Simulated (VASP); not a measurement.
Here is a VASP 6.6.1 calculation.

The input POSCAR:

```
Li2Se
1.0
    0.0000000000      3.0025000000      3.0025000000
    3.0025000000      0.0000000000      3.0025000000
    3.0025000000      3.0025000000      0.0000000000
Li Se
2 1
Direct
    0.2500000000      0.2500000000      0.2500000000
    0.7500000000      0.7500000000      0.7500000000
    0.0000000000      0.0000000000      0.0000000000
```

File INCAR.step1:

```
  PREC = Accurate
  ENCUT = 830
  ISMEAR = -1
  SIGMA = 0.02
  LREAL = False
  LASPH = True
  NELM = 120
  GGA = PE
  ALGO = Normal
  EDIFF = 1E-5
  LWAVE = True
  LCHARG = False
  GGA_COMPAT = False
  IBRION = 2
  ISIF = 3
  EDIFFG = -0.005
  NELMIN = 4
  NSW = 100
```

INCAR.step2

```
  PREC = Accurate
  ENCUT = 830
  EDIFF = 1E-7
  ISMEAR = -1
  SIGMA = 0.02
  LREAL = False
  LASPH = True
  NELM = 120
  ALGO = Normal
  ISIF = 3
  LWAVE = False
  LCHARG = False
  METAGGA = R2SCAN
  LMIXTAU = True
  IBRION = 2
  NSW = 80
  EDIFFG = -0.01
  ISTART = 1
  GGA_COMPAT = False
  NELMIN = 4
```

File KPOINTS:

```
Automatic mesh
0
Gamma
  8 8 8
```

Potentials or basis: VASP PAW PBE potentials, release 64 (Li_sv, Se).

Run with:

```bash
$ cat potpaw_PBE.64/Li_sv/POTCAR potpaw_PBE.64/Se/POTCAR > POTCAR
$ cp INCAR.step1 INCAR
$ mpirun -np 1 vasp_std > vasp.out
$ cp INCAR.step2 INCAR
$ mpirun -np 1 vasp_std > vasp.out
```

Predict the relaxed cell.

a = 4.230 Å, b = 4.230 Å, c = 4.230 Å, α = 60.00°, β = 60.00°, γ = 60.00°.

Predict the relaxed volume.

17.84 Å³/atom.

Final structure:
```
CELL_PARAMETERS angstrom
0.00000 2.99129 2.99129
2.99129 0.00000 2.99129
2.99129 2.99129 0.00000
ATOMIC_POSITIONS crystal
Li 0.25000 0.25000 0.25000
Li 0.75000 0.75000 0.75000
Se 0.00000 0.00000 0.00000
```

Caveat: the PAW data sets were made with another functional, which shifts forces and pressure a little.
